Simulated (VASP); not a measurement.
Set up this calculation in VASP 6.6.1, as the native input.

```yaml
Task: single point
Functional: PBE
Potentials_or_basis: VASP PAW PBE potentials, release 64 (Cr_pv, Cd)
Cutoff: 520 eV
k_mesh: 4 × 4 × 4
Occupations: gaussian, width 0.1 eV
Spin: no spin polarisation
Dipole_correction: no
Further_INCAR_settings: ALGO = Normal; EDIFF = 1e-07; NBANDS = 32
```

The structure of Cr3Cd lies in POSCAR:

```
Cr3Cd
1.0
    3.7849599059      0.0000000000      0.0000000000
    0.0000000000      3.7849599059      0.0000000000
    0.0000000000      0.0000000000      3.7849599059
Cr Cd
3 1
Direct
    0.0000000000      0.5000000000      0.5000000000
    0.5000000000      0.0000000000      0.5000000000
    0.5000000000      0.5000000000      0.0000000000
    0.0000000000      0.0000000000      0.0000000000
```

These files were run (other wordings do the same):

INCAR

```
PREC     = Accurate       # precision mode
ENCUT    = 520            # plane-wave cutoff, eV
EDIFF    = 1E-7           # SCF threshold, eV
ISMEAR   = 0              # smearing method
SIGMA    = 0.1            # smearing width, eV
LREAL    = F              # projectors in reciprocal space
LASPH    = T              # aspherical terms in the spheres
NELM     = 60             # most SCF steps
ALGO     = Normal         # electronic algorithm
ISIF     = 2              # what is computed and relaxed
LWAVE    = F              # write WAVECAR
LCHARG   = T              # write CHGCAR
GGA      = PE             # functional
LELF     = T              # ELF
LVHAR    = T            
NBANDS   = 32             # bands
```

KPOINTS

```
regular mesh
0
Gamma
  4 4 4
```

Potentials or basis: VASP PAW PBE potentials, release 64 (Cr_pv, Cd).

Command:

```sh
$ cat potpaw_PBE.64/Cr_pv/POTCAR potpaw_PBE.64/Cd/POTCAR > POTCAR
$ mpirun -np 1 vasp_std > vasp.out
```

Results of the run:

```
Pressure               : 0.5 GPa
Band gap on the k mesh : zero (bands 24 and 25 overlap by 1.07 eV)
```

Caveat: the k points lie up to 0.42 Å⁻¹ apart, too coarse for converged energies and pressures of a metal; the run has no spin polarisation, though such a crystal can be magnetic.

It took 13 s on 1 thread of Oxide Virtual Turin-like Processor (shared host), peak memory 0.12 GiB.
